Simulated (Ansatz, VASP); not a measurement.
**Rh in VASP and in Ansatz**

File POSCAR:

```
Rh
1.0
    2.6891940459      0.0000000000      0.0000000000
   -1.3445970229      2.3289103594      0.0000000000
    0.0000000000      0.0000000000      4.3914538769
Rh
2
Direct
    0.3333333333      0.6666666667      0.2500000000
    0.6666666667      0.3333333333      0.7500000000
```

INCAR.step1

```
SYSTEM = Rh
PREC = Accurate
ENCUT = 600
ISMEAR = -1
SIGMA = 0.1
LREAL = .False.
LASPH = .True.
NELM = 80
GGA = PE
ALGO = Normal
EDIFF = 1E-4
LWAVE = .True.
LCHARG = .False.
```

INCAR.step2

```
SYSTEM = Rh
PREC = Accurate
ENCUT = 600
EDIFF = 1E-6
ISMEAR = -1
SIGMA = 0.1
LREAL = .False.
LASPH = .True.
NELM = 80
ALGO = Normal
ISIF = 3
LWAVE = .False.
LCHARG = .False.
METAGGA = R2SCAN
LMIXTAU = .True.
IBRION = 2
NSW = 80
EDIFFG = -0.01
ISTART = 1
```

File KPOINTS:

```
regular mesh
0
Gamma
  13 13 7
  0 0 0
```

Input for Ansatz:

```yaml
crystal:
  lattice:
    - [2.6891940459, 0.0, 0.0]
    - [-1.3445970229, 2.3289103594, 0.0]
    - [0.0, 0.0, 4.3914538769]
  atoms:
    - { symbol: Rh, position: [0.3333333333, 0.6666666667, 0.25] }
    - { symbol: Rh, position: [0.6666666667, 0.3333333333, 0.75] }
hamiltonian:
  xc: r2scan
  pseudopotentials:
    kind: paw
    azcp:
      Rh: "pseudopotentials/Rh.paw.azcp"
basis:
  ecutwfc: 500
  fft_grid_basis: typed
kpoints:
  mp_grid: { grid: [13, 13, 7], shift: [0, 0, 0] }
magnetization:
  spin_polarized: false
scf:
  occupations: { method: fermi_dirac, width: 0.1 }
relax:
  max_steps: 60
  f_tol: 0.01
  cell: {}
```

Alike in both runs: task relaxation of cell and atoms; functional r2SCAN; k mesh 13 × 13 × 7; occupations fermi-dirac, width 0.1 eV; no spin polarisation.

|  | VASP | Ansatz |
| --- | --- | --- |
| version | VASP 6.6.1 | Ansatz 0.2.0 |
| potentials or method | VASP PAW PBE potentials, release 64 (Rh_pv), cutoff 600 eV | plane waves (500 eV) with PAW, scalar-relativistic |
| valence electrons in the cell | 30 | 34 |

VASP gave:

| Property | Result |
| --- | --- |
| relaxed volume (Å³/atom) | 13.84 |
| relaxed cell length with the largest relative difference (Å) | 4.363 |

Estimate Ansatz's values.

relaxed volume (Å³/atom): 13.79; relaxed cell length with the largest relative difference (Å): 4.357.

VASP's potentials were made for PBE, not for r2SCAN. VASP's potentials hold 30 valence electrons a cell and Ansatz's 34, so a difference there can come from the potentials and not from the codes.
